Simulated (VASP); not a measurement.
Set up this calculation in VASP 6.6.1, as the native input.

```
Task                   : single point
Functional             : PBE
Potentials or basis    : VASP PAW PBE potentials, release 64 (Ga_d, P, As)
Cutoff                 : 520 eV
k mesh                 : 4 × 4 × 4
Occupations            : gaussian, width 0.1 eV
Spin                   : no spin polarisation
Dipole correction      : no
Further INCAR settings : ALGO = Normal; EDIFF = 1e-07; NBANDS = 56
```

The structure of Ga5As3P2 lies in POSCAR:

```
Ga5As3P2
1.0
    0.0000000000     -3.9919253675      0.0000000000
    3.9919253675      0.0000000000      0.0000000000
   -1.9959626838      1.9959626838     14.1342301343
Ga P As
5 2 3
Direct
    0.6984473450      0.6984473450      0.3968946900
    0.3015526550      0.3015526550      0.6031053100
    0.9045196642      0.9045196642      0.8090393284
    0.5000000000      0.5000000000      0.0000000000
    0.0954803358      0.0954803358      0.1909606716
    0.9522478839      0.4522478839      0.9044957678
    0.5477521161      0.0477521161      0.0955042322
    0.3530041179      0.8530041179      0.7060082359
    0.1469958821      0.6469958821      0.2939917641
    0.7500000000      0.2500000000      0.5000000000
```

One way to write it, as run:

INCAR

```
SYSTEM = Ga5As3P2
PREC = Accurate
ENCUT = 520
EDIFF = 1E-7
ISMEAR = 0
SIGMA = 0.1
LREAL = .FALSE.
LASPH = .TRUE.
NELM = 60
ALGO = Normal
ISIF = 2
LWAVE = .FALSE.
LCHARG = .FALSE.
GGA = PE
NBANDS = 56
```

KPOINTS

```
regular mesh
0
G
  4 4 4
  0 0 0
```

Potentials or basis: VASP PAW PBE potentials, release 64 (Ga_d, P, As).

Launch:

```console
$ cat potpaw_PBE.64/Ga_d/POTCAR potpaw_PBE.64/P/POTCAR potpaw_PBE.64/As/POTCAR > POTCAR
$ mpirun -np 1 vasp_std > vasp.out
```

It gave:

```yaml
Pressure: 0.2 GPa
Largest_force: 0.006 eV/Å
Band_gap_on_the_k_mesh: 0.65 eV
```

Wall time 4.9 min on 1 thread of Oxide Virtual Turin-like Processor (shared host), peak memory 0.33 GiB.
